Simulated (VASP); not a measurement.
Set up this calculation in VASP 6.6.1, as the native input.

```
Task                   : single point
Functional             : r2SCAN
Potentials or basis    : VASP PAW PBE potentials, release 64 (Cd, Se)
Cutoff                 : 520 eV
k mesh                 : 6 × 6 × 6
Occupations            : fermi-dirac, width 0.02 eV
Spin                   : no spin polarisation
Dipole correction      : no
Further INCAR settings : ALGO = Normal; EDIFF = 1e-07; NBANDS = 16
```

The system is CdSe.

```
Cd Se
1.0
     0.00000    3.06780    3.06780
     3.06780    0.00000    3.06780
     3.06780    3.06780    0.00000
Cd Se
1 1
Cartesian
  0.0000 0.0000 0.0000
  4.6017 4.6017 4.6017
```

One way to write it, as run:

POSCAR

```
CdSe
1.0
    0.0000000000      3.0678016992      3.0678016992
    3.0678016992      0.0000000000      3.0678016992
    3.0678016992      3.0678016992      0.0000000000
Cd Se
1 1
Direct
    0.0000000000      0.0000000000      0.0000000000
    0.7500000000      0.7500000000      0.7500000000
```

INCAR.step1

```
SYSTEM = CdSe
  PREC = Accurate
  ENCUT = 520
  ISMEAR = -1
  SIGMA = 0.02
  LREAL = .FALSE.
  LASPH = .TRUE.
  NELM = 100
  NBANDS = 16
  GGA = PE
  ALGO = Normal
  EDIFF = 1E-4
  LWAVE = .TRUE.
  LCHARG = .FALSE.
```

INCAR.step2

```
SYSTEM = CdSe
  PREC = Accurate
  ENCUT = 520
  EDIFF = 1E-7
  ISMEAR = -1
  SIGMA = 0.02
  LREAL = .FALSE.
  LASPH = .TRUE.
  NELM = 100
  ALGO = Normal
  ISIF = 2
  LWAVE = .FALSE.
  LCHARG = .FALSE.
  METAGGA = R2SCAN
  LMIXTAU = .TRUE.
  NBANDS = 16
  ISTART = 1
```

KPOINTS

```
Automatic mesh
0
G
  6 6 6
  0 0 0
```

Potentials or basis: VASP PAW PBE potentials, release 64 (Cd, Se).

Run with:

```bash
$ cat potpaw_PBE.64/Cd/POTCAR potpaw_PBE.64/Se/POTCAR > POTCAR
$ cp INCAR.step1 INCAR
$ mpirun -np 1 vasp_std > vasp.out
$ cp INCAR.step2 INCAR
$ mpirun -np 1 vasp_std > vasp.out
```

It gave:

```
Pressure               : 0.2 GPa
Band gap on the k mesh : 1.03 eV
```

Caveat: the PAW data sets were made with another functional, which shifts forces and pressure a little.

Run time: 78 s on 1 thread of Intel Xeon 8259CL, with other jobs on the host, peak memory 0.19 GiB.
